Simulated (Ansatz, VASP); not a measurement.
# C: VASP beside Ansatz

```
C
1.0
     0.00000    2.44487    0.00000
    -2.11730    1.22243    0.01160
     0.05795    0.00000    9.68872
C
6
Cartesian
  0.0099 1.2224 1.6655
  -0.6561 2.4449 8.3285
  -1.3817 1.2224 5.0028
  -2.0875 2.4449 5.0056
  -0.6958 2.4449 1.6683
  -1.3619 1.2224 8.3313
```

Alike in both runs: task single point; functional LDA; k mesh 12 × 12 × 3; occupations gaussian, width 0.05 eV; no spin polarisation.

```csv
,VASP,Ansatz
version,VASP 6.6.1,Ansatz 0.2.0
potentials or method,"VASP PAW LDA potentials, release 64 (C), cutoff 520 eV","scalar-relativistic, plane waves, PAW"
valence electrons in the cell,24,24
```

Ansatz gave:

| Quantity | Value |
| --- | --- |
| gap on the k mesh at the Fermi level (eV) | 0.68 |
| least direct gap on the mesh (eV) | 0.68 |
| pressure (GPa) | 0.4 |
| rms of the force components (eV/Å) | 0.042 |

**Question.** What did VASP give for the same quantities?

**Answer.** gap on the k mesh at the Fermi level (eV): 0.68; least direct gap on the mesh (eV): 0.68; pressure (GPa): 1.3; rms of the force components (eV/Å): 0.042.

LDA's correlation is that of Perdew and Zunger in VASP and of Perdew and Wang (1992) in Ansatz. Atom by atom the forces differ by 0.000 eV/Å (rms over components).
